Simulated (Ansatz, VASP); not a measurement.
Ga: VASP beside Ansatz

Contents of INCAR:

```
SYSTEM = Ga
  PREC = Accurate
  ENCUT = 520
  EDIFF = 1E-6
  ISMEAR = 0
  SIGMA = 0.1
  LREAL = .FALSE.
  LASPH = .TRUE.
  NELM = 100
  ALGO = Normal
  ISIF = 2
  LWAVE = .FALSE.
  LCHARG = .TRUE.
  GGA = PS
  LELF = .TRUE.
  LVHAR = .TRUE.
  NBANDS = 34
```

Contents of KPOINTS:

```
Automatic mesh
0
G
  6 6 4
  0 0 0
```

POSCAR

```
Ga
1.0
    2.2160233300     -3.7989918400      0.0000000000
    2.2160233300      3.7989918400      0.0000000000
    0.0000000000      0.0000000000      4.5555035300
Ga
4
Direct
    0.6556957200      0.3443042800      0.4154013900
    0.8443042800      0.1556957200      0.9154013900
    0.3443042800      0.6556957200      0.5845986100
    0.1556957200      0.8443042800      0.0845986100
```

Input for Ansatz:

```yaml
crystal:
  lattice:
    - [2.21602333, -3.79899184, 0.0]
    - [2.21602333, 3.79899184, 0.0]
    - [0.0, 0.0, 4.55550353]
  atoms:
    - { symbol: Ga, position: [0.65569572, 0.34430428, 0.41540139] }
    - { symbol: Ga, position: [0.84430428, 0.15569572, 0.91540139] }
    - { symbol: Ga, position: [0.34430428, 0.65569572, 0.58459861] }
    - { symbol: Ga, position: [0.15569572, 0.84430428, 0.08459861] }
basis:
  ecutwfc: 420
kpoints:
  mp_grid: { grid: [6, 6, 4] }
hamiltonian:
  xc: pbesol
  pseudopotentials: { kind: paw, azcp: { folder: soft_1 } }
scf:
  occupations: { method: gaussian, width: 0.1 }
output:
  forces: true
  stress: true
  eigenvalues: true
```

Alike in both runs: task single point; functional PBEsol; k mesh 6 × 6 × 4; occupations gaussian, width 0.1 eV; no spin polarisation.

```csv
,VASP,Ansatz
version,VASP 6.6.1,Ansatz 0.2.0
potentials or method,"VASP PAW PBE potentials, release 64 (Ga_d), cutoff 520 eV","scalar-relativistic, plane waves, PAW"
valence electrons in the cell,52,52
```

|  | VASP | Ansatz | Ansatz less VASP |
| --- | --- | --- | --- |
| gap on the k mesh at the Fermi level (eV) | none | none | - |
| pressure (GPa) | -0.4 | -0.5 | -0.06 |
| traceless stress, the component that is largest in VASP (GPa) | -0.69 | -0.69 | +0.001 |
| rms of the force components (eV/Å) | 0.012 | 0.015 | +0.0029 |

VASP's potentials were made for PBE, not for PBEsol, and Ansatz warns of the same on its side. Atom by atom the forces differ by 0.003 eV/Å (rms over components). A gap of «none» marks a metal or a gap that the smearing closes.
